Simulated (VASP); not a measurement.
# W (Fmmm) in VASP: notebook, part 2 of 2

VASP 6.6.1.

### 4 Single point, PBE (strain +0.1125 x Voigt [0, 0, 0, 1, 0, 0])

Input file INCAR:

```
PREC = Accurate
ENCUT = 520
EDIFF = 1E-6
ISMEAR = 0
SIGMA = 0.15
LREAL = False
LASPH = True
NELM = 80
ALGO = Fast
ISIF = 2
LWAVE = False
LCHARG = True
GGA = PE
LELF = True
LVHAR = True
NBANDS = 13
```

Input file KPOINTS:

```
Automatic mesh
0
Gamma
  20 20 20
```

Input file POSCAR:

```
W
1.0
   -1.5973000000      1.6871481250      1.6871481250
    1.5973000000     -1.5074518750      1.5074518750
    1.5973000000      1.5074518750     -1.5074518750
W
1
Direct
    0.0000000000      0.0000000000      0.0000000000
```

Potentials or basis: VASP PAW PBE potentials, release 64 (W_sv).

Run with:

```
$ cat potpaw_PBE.64/W_sv/POTCAR > POTCAR
$ mpirun -np 1 vasp_std > vasp.out
```

OUTCAR:

```text
PREC = Accurate
   ENCUT = 520
   EDIFF = 1E-6
   ISMEAR = 0
   LREAL = False
   LASPH = True
   NELM = 80
   ISIF = 2
   GGA = PE

 ion  position               nearest neighbor table
   1  0.000  0.000  0.000-

  LATTYP: Found a face centered orthorhombic cell.
 ALAT       =     3.1946000000
 B/A-ratio  =     1.3346640495
 C/A-ratio  =     1.4937630753

  Lattice vectors:

 A1 = (   0.0000000000,   3.1946000000,   0.1796962500)
 A2 = (   1.5973000000,   1.6871481250,   1.6871481250)
 A3 = (   1.5973000000,   1.5074518750,  -1.5074518750)

Analysis of symmetry for initial positions (statically):
=====================================================================
 Subroutine PRICEL returns:
 Original cell was already a primitive cell.

 Routine SETGRP: Setting up the symmetry group for a
 face centered orthorhombic supercell.

 Subroutine GETGRP returns: Found  8 space group operations
 (whereof  8 operations were pure point group operations)
 out of a pool of  8 trial point group operations.

The static configuration has the point symmetry D_2h.

Analysis of symmetry for dynamics (positions and initial velocities):
[... 170 lines left out ...]
      3     -26.6881      2.00000
      4     -26.5486      2.00000
      5       1.6028      2.00000
      6       8.9297      2.00000
      7       9.5466      2.00000
      8      10.8615      1.98943
      9      13.3608      0.00000
     10      13.7550      0.00000
     11      24.5566      0.00000
     12      25.6289      0.00000
     13      26.6338      0.00000
[... 354 lines left out ...]
  band No.  band energies     occupation
      1     -63.1042      2.00000
      2     -27.1151      2.00000
      3     -26.7919      2.00000
      4     -26.6041      2.00000
      5       2.8188      2.00000
      6       8.6393      2.00000
      7       9.0804      2.00000
      8      11.7699      0.00000
      9      13.0425      0.00000
     10      13.8375      0.00000
     11      26.2250      0.00000
     12      27.3716      0.00000
     13      27.5825      0.00000

 [... further k-points ...]

------------------------ aborting loop because EDIFF is reached ----------------------------------------

  FORCE on cell =-STRESS in cart. coord.  units (eV):
  Direction    XX          YY          ZZ          XY          YZ          ZX
  --------------------------------------------------------------------------------------
  -------------------------------------------------------------------------------------
  Total        0.1522819      0.0213511      0.0213511      0.0000000     -1.6733216      0.0000000
  in kB       15.0146632      2.1051766      2.1051766      0.0000000   -164.9859041      0.0000000
  external PRESSURE =       6.4083388 kB  Pullay stress =       0.0000000 kB

 VOLUME and BASIS-vectors are now :
 -----------------------------------------------------------------------------
  energy-cutoff  :      520.00
  volume of cell :       16.25
      direct lattice vectors                 reciprocal lattice vectors
    -1.597300000  1.687148125  1.687148125     0.000000000  0.296358092  0.296358092
     1.597300000 -1.507451875  1.507451875     0.313028235 -0.017663727  0.314021820
     1.597300000  1.507451875 -1.507451875     0.313028235  0.314021820 -0.017663727

 POSITION                                       TOTAL-FORCE (eV/Angst)
 -----------------------------------------------------------------------------------
      0.00000      0.00000      0.00000        -0.000000      0.000000      0.000000
 -----------------------------------------------------------------------------------
    total drift:                                0.000000     -0.000000      0.000000

  FREE ENERGIE OF THE ION-ELECTRON SYSTEM (eV)
  ---------------------------------------------------
  free  energy   TOTEN  =       -12.8662885684 eV

  energy  without entropy=      -12.8614924555  energy(sigma->0) =      -12.86389051
```

OSZICAR:

```text
N       E                     dE             d eps       ncg     rms          rms(c)
DAV:   1     0.847542772759E+02    0.84754E+02   -0.74571E+03 30441   0.122E+03
DAV:   2    -0.118546146395E+02   -0.96609E+02   -0.92799E+02 34021   0.316E+02
DAV:   3    -0.134825944194E+02   -0.16280E+01   -0.16224E+01 33421   0.399E+01
DAV:   4    -0.134893514719E+02   -0.67571E-02   -0.67567E-02 33591   0.284E+00
DAV:   5    -0.134894099213E+02   -0.58449E-04   -0.58450E-04 33926   0.249E-01    0.202E+01
RMM:   6    -0.129956408829E+02    0.49377E+00   -0.40111E-01 32928   0.593E+00    0.837E+00
RMM:   7    -0.128690952144E+02    0.12655E+00   -0.29280E-01 33083   0.507E+00    0.858E-01
RMM:   8    -0.128664584629E+02    0.26368E-02   -0.12219E-02 37675   0.122E+00    0.254E-01
RMM:   9    -0.128662935841E+02    0.16488E-03   -0.19550E-03 36757   0.529E-01    0.317E-02
RMM:  10    -0.128662958986E+02   -0.23145E-05   -0.29572E-04 38288   0.201E-01    0.134E-02
RMM:  11    -0.128662894333E+02    0.64653E-05   -0.30223E-05 39114   0.688E-02    0.402E-03
RMM:  12    -0.128662885684E+02    0.86485E-06   -0.88362E-06 33989   0.348E-02
   1 F= -.12866289E+02 E0= -.12863891E+02  d E =-.479611E-02
```

Run time: 5.3 min. Hardware: 1 thread of Intel Xeon 8259CL, shared host; peak memory 0.33 GiB.

Results:

* Free energy: -12.8663 eV
* Pressure: 0.6 GPa
* Band gap on the k mesh: zero (bands 7 and 8 overlap by 4.77 eV)

Caveat: the cell differs from its parent crystal (strain +0.1125 x Voigt [0, 0, 0, 1, 0, 0]); spin-orbit coupling is left out, which moves the levels of the heavy elements.

### 5 Summary

| cell | further INCAR settings | gap on the mesh (eV) | pressure (GPa) |
| --- | --- | --- | --- |
| a = 2.630, b = 2.907, c = 2.907 Å, angles 113.3, 109.5, 109.5°, 1 atom | ALGO = Fast; EDIFF = 1e-07; NBANDS = 13 | none | 3.2 |
| a = 2.889, b = 2.647, c = 2.647 Å, angles 105.8, 109.5, 109.5°, 1 atom | ALGO = Fast; EDIFF = 1e-06; NBANDS = 13 | none | 1.8 |
| a = 2.871, b = 2.664, c = 2.664 Å, angles 106.3, 109.5, 109.5°, 1 atom | ALGO = Fast; EDIFF = 1e-06; NBANDS = 13 | none | 0.6 |

Alike in all rows: task single point; level PBE; potentials or basis VASP PAW PBE potentials, release 64 (W_sv); no spin polarisation; k mesh 20 × 20 × 20; cutoff (eV) 520; smearing gaussian 0.15 eV.

Caveats: spin-orbit coupling is left out, which moves the levels of the heavy elements; the cell stands under pressure (at least some runs).

Total energies depend on the potentials used, so only differences within one code and one set of settings carry meaning.
